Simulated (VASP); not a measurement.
# SiC: single point with PBEsol

Crystal: SiC.

```xyz
2
Lattice="2.1658 2.1658 0.0000 -2.1658 2.1658 0.0000 0.0000 2.1658 2.1658" Properties=species:S:1:pos:R:3 pbc="T T T"
Si    0.0000    0.0000    0.0000
C     1.0829    3.2487    1.0829
```

```
Program                : VASP 6.6.1
Task                   : single point
Functional             : PBEsol
Potentials or basis    : VASP PAW PBE potentials, release 64 (Si, C)
Cutoff                 : 520 eV
k mesh                 : 10 × 10 × 10
Occupations            : gaussian, width 0.01 eV
Spin                   : no spin polarisation
Dipole correction      : no
Further INCAR settings : ALGO = Normal; EDIFF = 1e-06; NBANDS = 11
```

```yaml
Pressure: 4.4 GPa
Band_gap_on_the_k_mesh: 1.22 eV, indirect (least direct gap 4.46 eV)
```

Levels at points of the mesh, in eV from the valence-band top:
| k point | band 1 | band 2 | band 3 | band 4 | band 5 | band 6 | band 7 | band 8 | band 9 |
| --- | --- | --- | --- | --- | --- | --- | --- | --- | --- |
| (0.00, 0.00, 0.00) | -15.57 | 0.00 | 0.00 | 0.00 | 6.40 | 7.37 | 7.37 | 7.37 | 14.56 |
| (0.50, 0.00, 0.00) | -11.90 | -8.70 | -1.06 | -1.06 | 5.54 | 7.21 | 7.21 | 10.02 | 16.23 |
| (0.50, 0.50, 0.00) | -10.41 | -7.89 | -3.25 | -3.25 | 1.22 | 4.26 | 14.17 | 14.17 | 14.93 |

It took 13 s on 1 thread of Intel Xeon 6975P-C, with other jobs on the host, peak memory 0.13 GiB.

Caveat: the PAW data sets were made with another functional, which shifts forces and pressure a little. A hybrid or GW would open this gap; PBEsol tends to underestimate it.
